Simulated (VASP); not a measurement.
A run of VASP 6.6.1 is set up as follows.

The input INCAR:

```
SYSTEM = CoO
PREC = Accurate
ENCUT = 520
EDIFF = 1E-6
ISMEAR = 0
SIGMA = 0.1
LREAL = .False.
LASPH = .True.
NELM = 150
ALGO = Normal
ISIF = 2
LWAVE = .False.
LCHARG = .False.
ISPIN = 2
MAGMOM = 2.7 0.34
LORBIT = 11
LMAXMIX = 4
GGA = PE
NBANDS = 18
```

Contents of KPOINTS:

```
Automatic mesh
0
Gamma
  18 18 18
  0 0 0
```

Contents of POSCAR:

```
CoO
1.0
    1.5292794885      0.8829299244      2.2062129492
   -1.5292794885      0.8829299244      2.2062129492
    0.0000000000     -1.7658598487      2.2062129492
Co O
1 1
Direct
    0.0000000000      0.0000000000      0.0000000000
    0.5000000000      0.5000000000      0.5000000000
```

Potentials or basis: VASP PAW PBE potentials, release 64 (Co, O).

Launch:

```console
$ cat potpaw_PBE.64/Co/POTCAR potpaw_PBE.64/O/POTCAR > POTCAR
$ mpirun -np 1 vasp_std > vasp.out
```

Problem. What does it give for the site moments?

Solution. Co +2.34; O +0.23 μB.

Problem. What does it give for the pressure?

Solution. 9.8 GPa.

Stress tensor (GPa, compression positive):
```
9.66 0.00 0.00
0.00 9.66 0.00
0.00 0.00 9.95
```

Caveat: a cell with one magnetic atom can't hold antiferromagnetic order, which such compounds often take.
